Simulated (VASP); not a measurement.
Input of a VASP 6.6.1 run:

INCAR

```
SYSTEM = CaYS6
  PREC = Accurate
  ENCUT = 520
  EDIFF = 1E-7
  ISMEAR = 0
  SIGMA = 0.1
  LREAL = .False.
  LASPH = .True.
  NELM = 100
  ALGO = Fast
  ISIF = 2
  LWAVE = .False.
  LCHARG = .False.
  GGA = PE
  NBANDS = 38
```

File KPOINTS:

```
regular mesh
0
Gamma
  8 8 8
  0 0 0
```

POSCAR

```
CaYS6
1.0
    5.5364538201      0.0000000000      0.0000000000
    0.0000000000      5.5364538201      0.0000000000
    0.0000000000      0.0000000000      5.5364538201
Ca Y S
1 1 6
Direct
    0.0000000000      0.0000000000      0.0000000000
    0.5000000000      0.5000000000      0.5000000000
    0.0000000000      0.5000000000      0.5000000000
    0.5000000000      0.0000000000      0.5000000000
    0.5000000000      0.5000000000      0.0000000000
    0.5000000000      0.0000000000      0.0000000000
    0.0000000000      0.5000000000      0.0000000000
    0.0000000000      0.0000000000      0.5000000000
```

Potentials or basis: VASP PAW PBE potentials, release 64 (Ca_sv, Y_sv, S).

Run with:

```bash
$ cat potpaw_PBE.64/Ca_sv/POTCAR potpaw_PBE.64/Y_sv/POTCAR potpaw_PBE.64/S/POTCAR > POTCAR
$ mpirun -np 1 vasp_std > vasp.out
```

(1) Predict the band gap on the k mesh.

(2) What does it give for the pressure?

## Answers

(1) zero (an odd number of electrons rules out a gap without spin polarisation).

(2) 0.0 GPa.
